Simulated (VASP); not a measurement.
# H4C19 in VASP: notebook, part 2 of 2

VASP 6.6.1.

**3. Single point, PBEsol**

Input file INCAR:

```
SYSTEM = H4C19
PREC = Accurate
ENCUT = 520
EDIFF = 1E-6
ISMEAR = -1
SIGMA = 0.05
LREAL = Auto
LASPH = .TRUE.
NELM = 80
ALGO = Normal
ISIF = 2
LWAVE = .FALSE.
LCHARG = .FALSE.
GGA = PS
NBANDS = 57
```

Input file KPOINTS:

```
regular mesh
0
G
  2 2 1
  0 0 0
```

Input file POSCAR:

```
H4C19
1.0
    7.3980000000      0.0000000000      0.0000000000
   -3.6990000000      6.4068560000      0.0000000000
    0.0000000000      0.0000000000     12.0000000000
C H
19 4
Direct
    0.0000949204      0.0008116305      0.0589333333
    0.2178732312      0.1121454891      0.0559250000
   -0.0028160194      0.3308643116      0.0680083333
    0.2204158436      0.4475362018      0.0514083333
   -0.0018465511      0.6663798905      0.0546333333
    0.2223518643      0.7832546884      0.0502750000
    0.3322413650      0.0050882992      0.0456916667
    0.5512343495      0.1141745655      0.0509083333
    0.3301295386      0.3324407478      0.0502083333
    0.5549348860      0.4513134055      0.0432000000
    0.3294205565      0.6644912887      0.0408916667
    0.5508344356      0.7813660866      0.0406083333
    0.6611365342     -0.0029499649      0.0573250000
    0.8867446277      0.1188258328      0.0767583333
    0.6621304551      0.3298029486      0.0628750000
    0.8824500334      0.4426508103      0.0728666667
    0.6659512252      0.6659116422      0.0482500000
    0.8806034593      0.7829425228      0.0661750000
    0.5552249080      0.5888223491      0.3662583333
    0.7219758683      0.6564686330      0.3790833333
    0.5104748640      0.6832368325      0.3108000000
    0.4621717899      0.4274795625      0.3525000000
    0.4994388207      0.5924434699      0.4487250000
```

Potentials or basis: VASP PAW PBE potentials, release 64 (C, H).

Run with:

```
> cat potpaw_PBE.64/C/POTCAR potpaw_PBE.64/H/POTCAR > POTCAR
> mpirun -np 1 vasp_std > vasp.out
```

OUTCAR:

```text
SYSTEM = H4C19
   PREC = Accurate
   ENCUT = 520
   EDIFF = 1E-6
   ISMEAR = -1
   LREAL = Auto
   LASPH = .TRUE.
   NELM = 80
   ISIF = 2
   GGA = PS

 ion  position               nearest neighbor table
   1  0.000  0.001  0.059-   2 1.40  18 1.40  14 1.50
   2  0.218  0.112  0.056-   1 1.40   9 1.41   7 1.42
   3  0.997  0.331  0.068-  14 1.36   4 1.44  16 1.45
   4  0.220  0.448  0.051-  11 1.40   9 1.44   3 1.44
   5  0.998  0.666  0.055-   6 1.44  16 1.45  18 1.51
   6  0.222  0.783  0.050-   7 1.42   5 1.44  11 1.45
[... 10 lines left out ...]
  17  0.666  0.666  0.048-  10 1.38  18 1.39  12 1.48
  18  0.881  0.783  0.066-  17 1.39   1 1.40   5 1.51
  19  0.555  0.589  0.366-  22 1.05  23 1.08  20 1.09  21 1.13
  20  0.722  0.656  0.379-  19 1.09
  21  0.510  0.683  0.311-  19 1.13
  22  0.462  0.427  0.352-  19 1.05
  23  0.499  0.592  0.449-  19 1.08

  LATTYP: Found a hexagonal cell.
 ALAT       =     7.3980000000
 C/A-ratio  =     1.6220600162

  Lattice vectors:

 A1 = (   7.3980000000,   0.0000000000,   0.0000000000)
 A2 = (  -3.6990000000,   6.4068560000,   0.0000000000)
 A3 = (   0.0000000000,   0.0000000000,  12.0000000000)

Analysis of symmetry for initial positions (statically):
=====================================================================
 Subroutine PRICEL returns:
 Original cell was already a primitive cell.

 Routine SETGRP: Setting up the symmetry group for a
 hexagonal supercell.

 Subroutine GETGRP returns: Found  1 space group operations
 (whereof  1 operations were pure point group operations)
 out of a pool of 24 trial point group operations.

The static configuration has the point symmetry C_1 .

Analysis of symmetry for dynamics (positions and initial velocities):
=====================================================================
 Subroutine PRICEL returns:
 Original cell was already a primitive cell.
[... 151 lines left out ...]
  Fermi-wavevector in a.u.,A,eV,Ry     =   0.851382  1.608879  9.862209  0.724852
  Thomas-Fermi vector in A             =   1.967507
   LORBIT       =      0    0 simple, 1 ext, 2 COOP (PROOUT), +10 PAW based schemes
   GGA     = PS    functional components
   LHFCALC =     F    Hartree Fock is set to
   AEXX    =    0.0000 exact exchange contribution
   IVDW    =     0    specifies the selected vdW correction
   LEPSILON=     F    determine dielectric tensor
   LRPA    =     F    only Hartree local field effects (RPA)
 non-spin polarized calculation
  energy-cutoff  :      520.00
  volume of cell :      568.78
 maximum number of plane-waves:     15363
 NGX is ok and might be reduce to    56
   NGX = 27   NGY = 27   NGZ = 45

 number of electron      80.0000001 magnetization

 Free energy of the ion-electron system (eV)
  ---------------------------------------------------
  ext. energy  EPLUGINS =         0.00000000
  ---------------------------------------------------
  free energy    TOTEN  =      -195.53687995 eV

  energy without entropy =     -195.52993694  energy(sigma->0) =     -195.53340845

 E-fermi :  -1.5706     XC(G=0):  -4.3189

 val. band max:       -1.7497740201   @ k =   0.0000   0.0000   0.0000
 cond. band min:      -1.3714637406   @ k =   0.0000   0.0000   0.0000
 fundamental gap:      0.3783102795
 Fermi energy:        -1.5705614740

 k-point     1 :       0.0000    0.0000    0.0000
  band No.  band energies     occupation
      1     -21.0038      2.00000
      2     -18.5686      2.00000
      3     -18.5118      2.00000
      4     -18.4894      2.00000
      5     -18.4295      2.00000
      6     -18.3408      2.00000
[... 209 lines left out ...]
     51       3.9146      0.00000
     52       4.1915      0.00000
 [bands above 52 left out]

------------------------ aborting loop because EDIFF is reached ----------------------------------------

  FORCE on cell =-STRESS in cart. coord.  units (eV):
  Direction    XX          YY          ZZ          XY          YZ          ZX
  --------------------------------------------------------------------------------------
  -------------------------------------------------------------------------------------
  Total       -2.8756497     -2.8204485     -1.1268427     -1.5692724      1.3574525     -0.5724120
  in kB       -8.1003919     -7.9448960     -3.1741931     -4.4204693      3.8237958     -1.6124222
  external PRESSURE =      -6.4064937 kB  Pullay stress =       0.0000000 kB

 VOLUME and BASIS-vectors are now :
 -----------------------------------------------------------------------------
  energy-cutoff  :      520.00
  volume of cell :      568.78
      direct lattice vectors                 reciprocal lattice vectors
     7.398000000  0.000000000  0.000000000     0.135171668  0.078041398  0.000000000
    -3.699000000  6.406856000  0.000000000     0.000000000  0.156082796  0.000000000
     0.000000000  0.000000000 12.000000000     0.000000000  0.000000000  0.083333333

 POSITION                                       TOTAL-FORCE (eV/Angst)
 -----------------------------------------------------------------------------------
     -0.00230      0.00520      0.70720        -2.491057      0.728050      1.831028
      1.19700      0.71850      0.67110         0.722451      0.549277     -0.685507
      6.15330      2.11980      0.81610        -0.605826      2.332853      0.363072
     -0.02480      2.86730      0.61690        -0.151983     -1.291373      0.230715
      4.91940      4.26940      0.65560        -1.197970      0.255287      1.941084
     -1.25230      5.01820      0.60330        -0.599686     -1.029710     -0.810448
[... 15 lines left out ...]
      1.83790      2.73880      4.23000         0.528409     -1.662578     -1.059527
      1.50340      3.79570      5.38470        -0.609078      0.523844      0.915195
 -----------------------------------------------------------------------------------
    total drift:                                0.012593      0.017952      0.005509

  FREE ENERGIE OF THE ION-ELECTRON SYSTEM (eV)
  ---------------------------------------------------
  free  energy   TOTEN  =      -195.5368799546 eV

  energy  without entropy=     -195.5299369423  energy(sigma->0) =     -195.53340845
```

OSZICAR:

```text
N       E                     dE             d eps       ncg     rms          rms(c)
DAV:   1     0.589647896495E+03    0.58965E+03   -0.32256E+04   456   0.112E+03
DAV:   2    -0.117635480093E+03   -0.70728E+03   -0.67590E+03   679   0.268E+02
DAV:   3    -0.207511175383E+03   -0.89876E+02   -0.89246E+02   560   0.983E+01
[... 14 lines left out ...]
DAV:  18    -0.195536854303E+03   -0.49827E-04   -0.10323E-05   502   0.705E-03    0.256E-03
DAV:  19    -0.195536868447E+03   -0.14144E-04   -0.13786E-06   464   0.304E-03    0.163E-03
DAV:  20    -0.195536878426E+03   -0.99787E-05   -0.15637E-06   439   0.280E-03    0.427E-04
DAV:  21    -0.195536879607E+03   -0.11806E-05   -0.24296E-07   368   0.131E-03    0.735E-04
DAV:  22    -0.195536879955E+03   -0.34793E-06   -0.60780E-08   392   0.727E-04
   1 F= -.19553688E+03 E0= -.19553341E+03  d E =-.694301E-02
```

stdout:

```text
POSCAR found type information on POSCAR C H
 POSCAR found :  2 types and      23 ions
 scaLAPACK will be used
 -----------------------------------------------------------------------------
|                                                                             |
|                                                                             |
|     You enforced a specific xc type in the INCAR file but a different       |
|     I HOPE YOU KNOW WHAT YOU ARE DOING!                                     |
|                                                                             |
 -----------------------------------------------------------------------------

 LDA part: xc-table for (Slater+PW92), standard interpolation
 POSCAR, INCAR and KPOINTS ok, starting setup
 FFT: planning ... GRIDC
 FFT: planning ... GRID_SOFT
 FFT: planning ... GRID
 WAVECAR not read
 entering main loop
```

It took 4.1 min on 1 thread of Intel Xeon Platinum 8259CL at 2.50GHz (Skylake/Cascade Lake), shared host; peak memory 0.58 GiB.

Results:

```
Free energy            : -195.5369 eV
Largest force          : 4.305 eV/Å
Band gap on the k mesh : 0.38 eV, direct
```

Forces in eV/Å, atoms in the order of the input:
```
C   -2.491  0.728  1.831
C    0.722  0.549 -0.686
C   -0.606  2.333  0.363
C   -0.152 -1.291  0.231
C   -1.198  0.255  1.941
C   -0.600 -1.030 -0.810
C   -0.144 -1.249  0.572
C    0.944 -0.808  0.683
C   -0.110  1.208 -0.465
C    0.712 -2.809  1.536
C   -0.575  1.333  0.488
C    1.516 -1.068  0.806
C   -0.103  1.748  0.242
C    0.966 -3.506 -2.305
C   -0.835  1.912 -0.914
C    0.859  1.195 -1.648
C   -2.292  1.619  0.177
C    3.392 -1.111 -2.026
C   -1.176  1.775  0.331
H    0.498 -0.153 -0.576
H    0.753 -0.490  0.374
H    0.528 -1.663 -1.060
H   -0.609  0.524  0.915
```

Caveat: the k points lie up to 0.49 Å⁻¹ apart; the PAW data sets were made with another functional, which shifts forces and pressure a little.
